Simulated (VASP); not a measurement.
# InAs (Fm-3m) in VASP: notebook, part 2 of 2

VASP 6.6.1. Earlier steps stand in the parts before.

### Step 5. Single point, LDA

This run uses another cell than the first one, of 23.34 Å³/atom, 1.043 times its volume.

File INCAR:

```
  PREC = Accurate
  ENCUT = 520
  EDIFF = 1E-7
  ISMEAR = -1
  SIGMA = 0.05
  LREAL = False
  LASPH = True
  NELM = 80
  ALGO = Normal
  ISIF = 2
  LWAVE = False
  LCHARG = False
  GGA = CA
  NBANDS = 16
```

File KPOINTS:

```
Automatic mesh
0
Gamma
  8 8 8
```

File POSCAR:

```
InAs
1.0
    0.0000000000      2.8579926530      2.8579926530
    2.8579926530      0.0000000000      2.8579926530
    2.8579926530      2.8579926530      0.0000000000
In As
1 1
Direct
    0.5000000000      0.5000000000      0.5000000000
    0.0000000000      0.0000000000      0.0000000000
```

Potentials or basis: VASP PAW LDA potentials, release 64 (In_d, As).

Command:

```bash
> cat potpaw_LDA.64/In_d/POTCAR potpaw_LDA.64/As/POTCAR > POTCAR
> mpirun -np 1 vasp_std > vasp.out
```

OUTCAR:

```text
PREC = Accurate
   ENCUT = 520
   EDIFF = 1E-7
   ISMEAR = -1
   LREAL = False
   LASPH = True
   NELM = 80
   ISIF = 2
   GGA = CA

 ion  position               nearest neighbor table
   1  0.500  0.500  0.500-   2 2.86   2 2.86   2 2.86   2 2.86   2 2.86   2 2.86
   2  0.000  0.000  0.000-   1 2.86   1 2.86   1 2.86   1 2.86   1 2.86   1 2.86

  LATTYP: Found a face centered cubic cell.
 ALAT       =     5.7159853060

  Lattice vectors:

 A1 = (   0.0000000000,   2.8579926530,   2.8579926530)
 A2 = (   2.8579926530,   0.0000000000,   2.8579926530)
 A3 = (   2.8579926530,   2.8579926530,   0.0000000000)

Analysis of symmetry for initial positions (statically):
=====================================================================
 Subroutine PRICEL returns:
 Original cell was already a primitive cell.

 Routine SETGRP: Setting up the symmetry group for a
 face centered cubic supercell.

 Subroutine GETGRP returns: Found 48 space group operations
 (whereof 48 operations were pure point group operations)
 out of a pool of 48 trial point group operations.

The static configuration has the point symmetry O_h .

Analysis of symmetry for dynamics (positions and initial velocities):
=====================================================================
 Subroutine PRICEL returns:
 Original cell was already a primitive cell.

 Routine SETGRP: Setting up the symmetry group for a
 face centered cubic supercell.

 Subroutine GETGRP returns: Found 48 space group operations
 (whereof 48 operations were pure point group operations)
 out of a pool of 48 trial point group operations.

The dynamic configuration has the point symmetry O_h .

 Subroutine INISYM returns: Found 48 space group operations
 (whereof 48 operations are pure point group operations),
 and found     1 'primitive' translations

----------------------------------------------------------------------------------------

                                     Primitive cell
[... 104 lines left out ...]
   EMIN   =  10.00;   EMAX   =-10.00  energy-range for DOS
   EFERMI =   0.00;   METHOD = LEGACY
   ISMEAR =    -1;   SIGMA  =   0.05  broadening in eV -4-tet -1-fermi 0-gaus
   EFERMI_NEDOS =   21; number of points for ismear=-14 and -15
   IALGO  =     38    algorithm
   IMIX   =      4    mixing-type and parameters
     AMIX     =   0.40;   BMIX     =  1.00
     AMIX_MAG =   1.60;   BMIX_MAG =  1.00
  volume/ion in A,a.u.               =      23.34       157.54
  Fermi-wavevector in a.u.,A,eV,Ry     =   1.191501  2.251611 19.315859  1.419676
  Thomas-Fermi vector in A             =   2.327562
   LORBIT       =      0    0 simple, 1 ext, 2 COOP (PROOUT), +10 PAW based schemes
   GGA     = CA    functional components
   LHFCALC =     F    Hartree Fock is set to
   AEXX    =    0.0000 exact exchange contribution
   IVDW    =     0    specifies the selected vdW correction
   LEPSILON=     F    determine dielectric tensor
   LRPA    =     F    only Hartree local field effects (RPA)
 non-spin polarized calculation
  energy-cutoff  :      520.00
  volume of cell :       46.69
 maximum number of plane-waves:      1283
   NGX = 15   NGY = 15   NGZ = 15

 number of electron      17.9999993 magnetization

 Free energy of the ion-electron system (eV)
  ---------------------------------------------------
  ext. energy  EPLUGINS =         0.00000000
  ---------------------------------------------------
  free energy    TOTEN  =        -8.72941053 eV

  energy without entropy =       -8.71959079  energy(sigma->0) =       -8.72450066

 E-fermi :   5.9832     XC(G=0): -10.4278

 val. band max:        5.9100771006   @ k =  -0.2500   0.2500   0.0000
 cond. band min:       6.0366159522   @ k =  -0.3750   0.1250   0.0000
 fundamental gap:      0.1265388516
 Fermi energy:         5.9831990991

 k-point     1 :       0.0000    0.0000    0.0000
  band No.  band energies     occupation
      1      -8.2659      2.00000
      2      -8.2659      2.00000
      3      -8.2407      2.00000
      4      -8.2407      2.00000
      5      -8.2407      2.00000
      6      -6.2795      2.00000
[... 433 lines left out ...]
      3      -8.2305      2.00000
      4      -8.2055      2.00000
      5      -8.1739      2.00000
      6      -4.1265      2.00000
[... 8 lines left out ...]
     15      15.7097      0.00000
     16      18.9038      0.00000

 [... further k-points ...]
[... 5 lines left out ...]
  --------------------------------------------------------------------------------------
  -------------------------------------------------------------------------------------
  Total       -1.1164035     -1.1164035     -1.1164035     -0.0000000     -0.0000000      0.0000000
  in kB      -38.3105567    -38.3105567    -38.3105567     -0.0000000     -0.0000000      0.0000000
  external PRESSURE =     -38.3105567 kB  Pullay stress =       0.0000000 kB

 VOLUME and BASIS-vectors are now :
 -----------------------------------------------------------------------------
  energy-cutoff  :      520.00
  volume of cell :       46.69
      direct lattice vectors                 reciprocal lattice vectors
     0.000000000  2.857992653  2.857992653    -0.174947965  0.174947965  0.174947965
     2.857992653  0.000000000  2.857992653     0.174947965 -0.174947965  0.174947965
     2.857992653  2.857992653  0.000000000     0.174947965  0.174947965 -0.174947965

 POSITION                                       TOTAL-FORCE (eV/Angst)
 -----------------------------------------------------------------------------------
      2.85799      2.85799      2.85799         0.000000      0.000000      0.000000
      0.00000      0.00000      0.00000        -0.000000     -0.000000     -0.000000
 -----------------------------------------------------------------------------------
    total drift:                                0.000000      0.000000      0.000000

  FREE ENERGIE OF THE ION-ELECTRON SYSTEM (eV)
  ---------------------------------------------------
  free  energy   TOTEN  =        -8.7294105275 eV

  energy  without entropy=       -8.7195907901  energy(sigma->0) =       -8.72450066
```

OSZICAR:

```text
N       E                     dE             d eps       ncg     rms          rms(c)
DAV:   1     0.102869403383E+03    0.10287E+03   -0.88928E+03   936   0.133E+03
DAV:   2    -0.261931092689E+01   -0.10549E+03   -0.10139E+03  1000   0.298E+02
DAV:   3    -0.878211865319E+01   -0.61628E+01   -0.61108E+01  1232   0.691E+01
DAV:   4    -0.891064476152E+01   -0.12853E+00   -0.12850E+00  1056   0.106E+01
DAV:   5    -0.891597980291E+01   -0.53350E-02   -0.53349E-02  1328   0.204E+00    0.395E+00
DAV:   6    -0.874083435463E+01    0.17515E+00   -0.30107E-01  1320   0.945E+00    0.207E+00
DAV:   7    -0.873186387218E+01    0.89705E-02   -0.31529E-02  1272   0.153E+00    0.721E-01
DAV:   8    -0.872952611861E+01    0.23378E-02   -0.19869E-03  1080   0.493E-01    0.136E-01
DAV:   9    -0.872940968674E+01    0.11643E-03   -0.16732E-04  1352   0.106E-01    0.830E-02
DAV:  10    -0.872941030346E+01   -0.61672E-06   -0.95469E-06  1304   0.323E-02    0.342E-02
DAV:  11    -0.872941057511E+01   -0.27165E-06   -0.56526E-07  1280   0.916E-03    0.336E-03
DAV:  12    -0.872941052752E+01    0.47590E-07   -0.18665E-07   784   0.732E-03
   1 F= -.87294105E+01 E0= -.87245007E+01  d E =-.981974E-02
```

stdout:

```text
POSCAR found type information on POSCAR InAs
 POSCAR found :  2 types and       2 ions
 scaLAPACK will be used
 LDA part: xc-table for (Slater(with rela. corr.)+CA(PZ))
 , standard interpolation
 POSCAR, INCAR and KPOINTS ok, starting setup
 FFT: planning ... GRIDC
 FFT: planning ... GRID_SOFT
 FFT: planning ... GRID
 WAVECAR not read
 entering main loop
```

Wall time 45 s (1 thread of AMD EPYC 7R13, shared host); peak memory 0.13 GiB.

What came out:

```yaml
Free_energy: -8.7294 eV
Pressure: -3.8 GPa
Band_gap_on_the_k_mesh: zero (band 9 reaches 6.35 eV, above the bottom of band 10 at 3.69 eV)
```

Levels at points of the mesh, in eV from the Fermi level:
| k point | band 7 | band 8 | band 9 | band 10 | band 11 | band 12 |
| --- | --- | --- | --- | --- | --- | --- |
| (0.00, 0.00, 0.00) | -0.69 | -0.22 | -0.22 | -0.22 | 7.25 | 7.25 |
| (0.50, 0.00, 0.00) | -6.65 | 0.20 | 0.20 | 2.08 | 3.23 | 3.23 |
| (0.50, 0.50, 0.00) | -4.81 | -3.03 | -2.29 | -2.29 | 3.88 | 9.21 |

Caveat: spin-orbit coupling is left out, which moves the levels of the heavy elements.

### Step 6. The runs side by side

```csv
level,potentials or basis,cell,gap on the mesh (eV),pressure (GPa)
LDA,"VASP PAW LDA potentials, release 64 (In_d, As)","a = 3.986 Å, angles 60.0°, 2 atoms",none,-1.1
PBEsol,"VASP PAW PBE potentials, release 64 (In_d, As)","a = 3.986 Å, angles 60.0°, 2 atoms",none,0.8
LDA,"VASP PAW LDA potentials, release 64 (In_d, As)","a = 4.014 Å, angles 60.0°, 2 atoms",none,-2.6
LDA,"VASP PAW LDA potentials, release 64 (In_d, As)","a = 4.042 Å, angles 60.0°, 2 atoms",none,-3.8
```

Alike in all rows: task single point; no spin polarisation; k mesh 8 × 8 × 8; cutoff (eV) 520; smearing fermi-dirac 0.05 eV.

Caveats: spin-orbit coupling is left out, which moves the levels of the heavy elements; the PAW data sets were made with another functional, which shifts forces and pressure a little (some runs).

Absolute energies hang on the potentials; compare differences alone.
